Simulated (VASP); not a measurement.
Input of a VASP 6.6.1 run:

POSCAR

```
Cd
1.0
    3.0218034172      0.0000000000      0.0000000000
   -1.5109017086      2.6169585246      0.0000000000
    0.0000000000      0.0000000000      9.6183251304
Cd
4
Direct
    1.0000000000      0.0000000000      0.0000000000
    1.0000000000      1.0000000000      0.5000000000
    0.3333333333      0.6666666667      0.2500000000
    0.6666666667      0.3333333333      0.7500000000
```

INCAR.step1

```
SYSTEM = Cd
ALGO     = Normal         ! electronic algorithm
EDIFF    = 1E-4           ! SCF threshold, eV
ENCUT    = 520            ! plane-wave cutoff, eV
GGA      = PE             ! functional
ISMEAR   = -1             ! smearing method
LASPH    = .TRUE.         ! aspherical terms in the spheres
LCHARG   = .FALSE.        ! write CHGCAR
LREAL    = .FALSE.        ! projectors in reciprocal space
LWAVE    = .TRUE.         ! write WAVECAR
NBANDS   = 32             ! bands
NELM     = 60             ! most SCF steps
PREC     = Accurate       ! precision mode
SIGMA    = 0.1            ! smearing width, eV
```

INCAR.step2

```
SYSTEM = Cd
ALGO     = Normal         ! electronic algorithm
EDIFF    = 1E-7           ! SCF threshold, eV
ENCUT    = 520            ! plane-wave cutoff, eV
ISIF     = 2              ! what is computed and relaxed
ISMEAR   = -1             ! smearing method
ISTART   = 1            
LASPH    = .TRUE.         ! aspherical terms in the spheres
LCHARG   = .FALSE.        ! write CHGCAR
LMIXTAU  = .TRUE.       
LREAL    = .FALSE.        ! projectors in reciprocal space
LWAVE    = .FALSE.        ! write WAVECAR
METAGGA  = R2SCAN         ! meta-GGA
NBANDS   = 32             ! bands
NELM     = 60             ! most SCF steps
PREC     = Accurate       ! precision mode
SIGMA    = 0.1            ! smearing width, eV
```

KPOINTS

```
k-points
0
G
  13 13 4
  0 0 0
```

Potentials or basis: VASP PAW PBE potentials, release 64 (Cd).

The run is started by

```sh
$ cat potpaw_PBE.64/Cd/POTCAR > POTCAR
$ cp INCAR.step1 INCAR
$ mpirun -np 1 vasp_std > vasp.out
$ cp INCAR.step2 INCAR
$ mpirun -np 1 vasp_std > vasp.out
```

**Question.** What does it give for the band gap on the k mesh?

**Answer.** Zero (bands 24 and 25 overlap by 2.76 eV).

**Question.** Estimate the pressure.

**Answer.** 10.6 GPa.

Stress tensor (GPa, compression positive):
```
10.37  0.00  0.00
 0.00 10.37  0.00
 0.00  0.00 10.90
```

Caveat: the cell stands under pressure; the PAW data sets were made with another functional, which shifts forces and pressure a little.
